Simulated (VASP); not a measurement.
Runs of VASP 6.6.1 on MgO. The structure is that of space group Fm-3m (No. 225), or close to it. The cells are those of the table. 

| potentials or basis | cell | k mesh | cutoff (eV) | smearing | mended | gap on the mesh (eV) | pressure (GPa) |
| --- | --- | --- | --- | --- | --- | --- | --- |
| VASP PAW LDA potentials, release 64 (Mg_sv, O) | a = 2.890 Å, angles 60.0°, 2 atoms | 10 × 10 × 10 | 750 | gaussian 0.01 eV | yes | 5.60 | 10.2 |
| VASP PAW LDA potentials, release 64 (Mg, O) | a = 2.941 Å, angles 60.0°, 2 atoms | 20 × 20 × 20 | 520 | fermi-dirac 0.05 eV | - | 5.03 | (a) |
| VASP PAW LDA potentials, release 64 (Mg_sv, O) | a = 2.904 Å, angles 60.0°, 2 atoms | 10 × 10 × 10 | 750 | gaussian 0.01 eV | yes | 5.44 | (b) |
| VASP PAW LDA potentials, release 64 (Mg_sv, O) | a = 2.919 Å, angles 60.0°, 2 atoms | 10 × 10 × 10 | 750 | gaussian 0.01 eV | yes | 5.28 | (c) |

Alike in all rows: level LDA; no spin polarisation.

Question: Estimate the missing entries.

Answer: (a) -1.7; (b) 7.2; (c) 4.1.

Caveats: the cell stands under pressure (at least some runs).

A k mesh can miss the band edges.

The runs don't all hold the same shells in valence.
